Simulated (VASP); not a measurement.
Set up this calculation in VASP 6.6.1, as the native input.

| Quantity | Value |
| --- | --- |
| Task | single point |
| Functional | PBEsol |
| Potentials or basis | VASP PAW PBE potentials, release 64 (Cu) |
| Cutoff | 520 eV |
| k mesh | 24 × 24 × 12 |
| Occupations | gaussian, width 0.15 eV |
| Spin | no spin polarisation |
| Dipole correction | no |
| Further INCAR settings | ALGO = Fast; EDIFF = 1e-06; NBANDS = 18 |

The structure of Cu lies in POSCAR:

```
Cu
1.0
    2.5340966698      0.0000000000      0.0000000000
   -1.2670483349      2.1945920917      0.0000000000
    0.0000000000      0.0000000000      4.1536967100
Cu
2
Direct
    0.3333333333      0.6666666667      0.2500000000
    0.6666666667      0.3333333333      0.7500000000
```

This cell differs from its parent crystal: strain +0.0100 x Voigt [0, 0, 1, 0, 0, 0].

One way to write it, as run:

INCAR

```
PREC = Accurate ; ENCUT = 520
EDIFF = 1E-6 ; ISMEAR = 0
SIGMA = 0.15 ; LREAL = F
LASPH = T ; NELM = 100
ALGO = Fast ; ISIF = 2
LWAVE = F ; LCHARG = T
GGA = PS ; LELF = T
LVHAR = T ; NBANDS = 18
```

KPOINTS

```
regular mesh
0
Gamma
  24 24 12
```

Potentials or basis: VASP PAW PBE potentials, release 64 (Cu).

Command:

```bash
$ cat potpaw_PBE.64/Cu/POTCAR > POTCAR
$ mpirun -np 1 vasp_std > vasp.out
```

Results of the run:

```
Pressure               : -2.5 GPa
Band gap on the k mesh : zero (band 11 reaches 11.77 eV, above the bottom of band 12 at 5.70 eV)
```

Caveat: the cell differs from its parent crystal (strain +0.0100 x Voigt [0, 0, 1, 0, 0, 0]); the PAW data sets were made with another functional, which shifts forces and pressure a little.

Run time: 66 s on 1 thread of Intel(R) Xeon(R) 6975P-C (Granite Rapids), on a shared host, peak memory 0.25 GiB.
